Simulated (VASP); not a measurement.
HfB2:

```
CELL_PARAMETERS angstrom
3.14000 0.00000 0.00000
-1.57000 2.71932 0.00000
0.00000 0.00000 3.48000
ATOMIC_POSITIONS crystal
Hf 0.00000 0.00000 0.00000
B 0.66667 0.33333 0.50000
B 0.33333 0.66667 0.50000
```

| Property | Result |
| --- | --- |
| Program | VASP 6.6.1 |
| Task | relaxation of cell and atoms |
| Functional | PBE |
| Potentials or basis | VASP PAW PBE potentials, release 64 (Hf_pv, B) |
| Cutoff | 600 eV |
| k mesh | 10 × 10 × 8 |
| Occupations | fermi-dirac, width 0.05 eV |
| Spin | no spin polarisation |
| Hubbard terms | Hf d U = 1.0 eV |

At the start: pressure 3.8 GPa; volume 9.90 Å³/atom.

Where does the relaxation end?

Over 4 steps the energy falls by 2.0 meV/atom and the volume is 10.06 Å³/atom (+1.6 %); space group P6/mmm (No. 191, to 0.05 Å).

The path:
| step | energy change (eV) | largest force (eV/Å) | pressure (GPa) | volume (Å³) |
| --- | --- | --- | --- | --- |
| 1 | 0.0000 | 0.0000 | 3.84 | 29.71 |
| 2 | 0.0022 | 0.0000 | -4.55 | 30.75 |
| 3 | -0.0058 | 0.0000 | -0.13 | 30.19 |
| 4 | -0.0061 | 0.0000 | -0.01 | 30.18 |

Final structure:
```
Hf B
1.0
     3.15005    0.00000    0.00000
    -1.57502    2.72802    0.00000
     0.00000    0.00000    3.51172
Hf B
1 2
Cartesian
  3.1500 0.0000 3.5117
  1.5750 0.9093 1.7559
  0.0000 1.8187 1.7559
```

Caveat: U without spin polarisation on a metal has little footing; the U is typed as a test and isn't derived for this compound.
